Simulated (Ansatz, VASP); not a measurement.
**Ru in VASP and in Ansatz**

The input INCAR:

```
ALGO = Normal
EDIFF = 1E-7
ENCUT = 520
ISIF = 2
ISMEAR = -1
LASPH = True
LCHARG = False
LREAL = False
LWAVE = False
NBANDS = 36
NELM = 100
PREC = Accurate
SIGMA = 0.1
```

KPOINTS

```
k-points
0
Gamma
  15 15 4
```

Contents of POSCAR:

```
Ru
1.0
    2.6990899224      0.0000000000      0.0000000000
   -1.3495449612      2.3374804399      0.0000000000
    0.0000000000      0.0000000000      8.6669806153
Ru
4
Direct
    0.0000000000      0.0000000000      1.0000000000
    0.0000000000      0.0000000000      0.5000000000
    0.3333333333      0.6666666667      0.2500000000
    0.6666666667      0.3333333333      0.7500000000
```

Input for Ansatz:

```yaml
crystal:
  lattice:
    - [2.6990899224, 0.0, 0.0]
    - [-1.3495449612, 2.3374804399, 0.0]
    - [0.0, 0.0, 8.6669806153]
  atoms:
    - { symbol: Ru, position: [0.0, 0.0, 1.0] }
    - { symbol: Ru, position: [0.0, 0.0, 0.5] }
    - { symbol: Ru, position: [0.3333333333, 0.6666666667, 0.25] }
    - { symbol: Ru, position: [0.6666666667, 0.3333333333, 0.75] }
hamiltonian:
  xc: lda
  pseudopotentials:
    kind: paw
    azcp:
      Ru: "pseudopotentials/Ru.paw.azcp"
basis:
  ecutwfc: 420
  fft_grid_basis: typed
kpoints:
  mp_grid: { grid: [15, 15, 4], shift: [0, 0, 0] }
magnetization:
  spin_polarized: false
scf:
  occupations: { method: fermi_dirac, width: 0.1 }
  lower_state_search: "off"
output:
  stress: true
  write_density: true
  write_potential: true
  elf: true
  volumetric_format: npy
```

Alike in both runs: task single point; functional LDA; k mesh 15 × 15 × 4; occupations fermi-dirac, width 0.1 eV; no spin polarisation.

|  | VASP | Ansatz |
| --- | --- | --- |
| version | VASP 6.6.1 | Ansatz 0.2.0 |
| potentials or method | VASP PAW LDA potentials, release 64 (Ru_pv), cutoff 520 eV | plane waves (420 eV) with PAW, scalar-relativistic |
| valence electrons in the cell | 56 | 64 |

|  | VASP | Ansatz | Ansatz less VASP |
| --- | --- | --- | --- |
| pressure (GPa) | -12.2 | -13.0 | -0.79 |
| traceless stress, the component that is largest in VASP (GPa) | 0.58 | 0.56 | -0.023 |

Ansatz warns that its potentials were made for another functional, while VASP's fit it. LDA's correlation is that of Perdew and Zunger in VASP and of Perdew and Wang (1992) in Ansatz. VASP's potentials hold 56 valence electrons a cell and Ansatz's 64, so a difference there can come from the potentials and not from the codes.
